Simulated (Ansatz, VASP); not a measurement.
**Al3Pd: VASP beside Ansatz**

The input INCAR:

```
PREC = Accurate
ENCUT = 520
EDIFF = 1E-6
ISMEAR = 0
SIGMA = 0.1
LREAL = False
LASPH = True
NELM = 100
ALGO = Fast
ISIF = 2
LWAVE = False
LCHARG = True
GGA = PE
LELF = True
LVHAR = True
NBANDS = 18
```

KPOINTS

```
regular mesh
0
Gamma
  16 16 16
```

POSCAR

```
Al3Pd
1.0
    3.9469100000      0.0000000000      0.0000000000
    0.0000000000      3.9469100000      0.0000000000
    0.0000000000      0.0000000000      3.9469100000
Al Pd
3 1
Direct
    0.0000000000      0.5000000000      0.5000000000
    0.5000000000      0.0000000000      0.5000000000
    0.5000000000      0.5000000000      0.0000000000
    0.0000000000      0.0000000000      0.0000000000
```

Input for Ansatz:

```yaml
crystal:
  lattice:
    - [3.94691, 0.0, 0.0]
    - [0.0, 3.94691, 0.0]
    - [0.0, 0.0, 3.94691]
  atoms:
    - { symbol: Al, position: [0.0, 0.5, 0.5] }
    - { symbol: Al, position: [0.5, 0.0, 0.5] }
    - { symbol: Al, position: [0.5, 0.5, 0.0] }
    - { symbol: Pd, position: [0.0, 0.0, 0.0] }
basis:
  ecutwfc: 420
kpoints:
  mp_grid: { grid: [16, 16, 16] }
hamiltonian:
  xc: pbe
scf:
  occupations: { method: gaussian, width: 0.1 }
output:
  forces: true
  stress: true
  eigenvalues: true
```

Alike in both runs: task single point; functional PBE; k mesh 16 × 16 × 16; occupations gaussian, width 0.1 eV; no spin polarisation.

```csv
,VASP,Ansatz
version,VASP 6.6.1,Ansatz 0.2.0
potentials or method,"VASP PAW PBE potentials, release 64 (Al, Pd), cutoff 520 eV","scalar-relativistic, plane waves, PAW"
valence electrons in the cell,19,27
```

```tsv
	VASP	Ansatz	Ansatz less VASP
gap on the k mesh at the Fermi level (eV)	none	none	-
pressure (GPa)	1.2	1.2	+0.03
```

A gap of «none» marks a metal or a gap that the smearing closes. VASP's potentials hold 19 valence electrons a cell and Ansatz's 27, so a difference there can come from the potentials and not from the codes.
